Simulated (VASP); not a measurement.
## HfO2: single point with r2SCAN

HfO2:

```
CELL_PARAMETERS angstrom
0.00000 2.57900 2.57900
2.57900 0.00000 2.57900
2.57900 2.57900 0.00000
ATOMIC_POSITIONS crystal
Hf 0.00000 0.00000 0.00000
O 0.25000 0.25000 0.25000
O 0.75000 0.75000 0.75000
```

| Item | Value |
| --- | --- |
| Program | VASP 6.6.1 |
| Task | single point |
| Functional | r2SCAN |
| Potentials or basis | VASP PAW PBE potentials, release 64 (Hf_pv, O) |
| Cutoff | 520 eV |
| k mesh | 10 × 10 × 10 |
| Occupations | fermi-dirac, width 0.02 eV |
| Spin | no spin polarisation |

* Pressure: -17.4 GPa
* Band gap on the k mesh: 4.14 eV, direct

Levels at points of the mesh, in eV from the valence-band top:
```
           k point  band 7  band 8  band 9  band 10  band 11  band 12  band 13  band 14  band 15  band 16
(0.00, 0.00, 0.00)   -5.13   -5.13   -0.61    -0.61    -0.61     4.26     4.26     6.04    10.33    10.33
(0.50, 0.00, 0.00)   -4.10   -2.98   -2.69    -1.83    -1.83     4.89     4.89     7.00     9.37     9.37
(0.50, 0.50, 0.00)   -3.45   -3.45   -1.47    -1.47     0.00     4.14     5.71     6.69     8.20     8.20
```

It took 110 s on 1 thread of Intel(R) Xeon(R) Platinum 8488C (Sapphire Rapids) (shared host), peak memory 0.18 GiB.

Caveat: the PAW data sets were made with another functional, which shifts forces and pressure a little; spin-orbit coupling is left out, which moves the levels of the heavy elements. A k mesh can miss the band edges.
